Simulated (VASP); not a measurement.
LiH, 2 atoms in the cell. The structure is cubic, space group Fm-3m (No. 225). Conventional cell: a = 4.074 Å, b = 4.074 Å, c = 4.074 Å, α = 90.00°, β = 90.00°, γ = 90.00°. Li (site symmetry m-3m) has 6 H at 2.04 Å within 2.7 Å. H (site symmetry m-3m) has 6 Li at 2.04 Å within 2.7 Å. 

* Program: VASP 6.6.1
* Task: relaxation of cell and atoms
* Functional: PBEsol
* Potentials or basis: VASP PAW PBE potentials, release 64 (Li_sv, H)
* Cutoff: 600 eV
* k mesh: 8 × 8 × 8
* Occupations: gaussian, width 0.01 eV
* Spin: no spin polarisation
* Dipole correction: no
* Further INCAR settings: ALGO = Normal; EDIFF = 1e-06; IBRION = 2; EDIFFG = -0.01; NSW = 80; ISIF = 3

Potentials or basis: VASP PAW PBE potentials, release 64 (Li_sv, H).

Run with:

```bash
$ cat potpaw_PBE.64/Li_sv/POTCAR potpaw_PBE.64/H/POTCAR > POTCAR
$ mpirun -np 1 vasp_std > vasp.out
```

Hardware: 1 thread of Intel Xeon 6975P-C, on a shared host.

Task: How long does it take, and how much memory?

Result: It took 9.8 s on 1 thread of Intel Xeon 6975P-C, with other jobs on the host, peak memory 0.13 GiB. Counts: scf iterations 29, k points 29, ion steps 4.
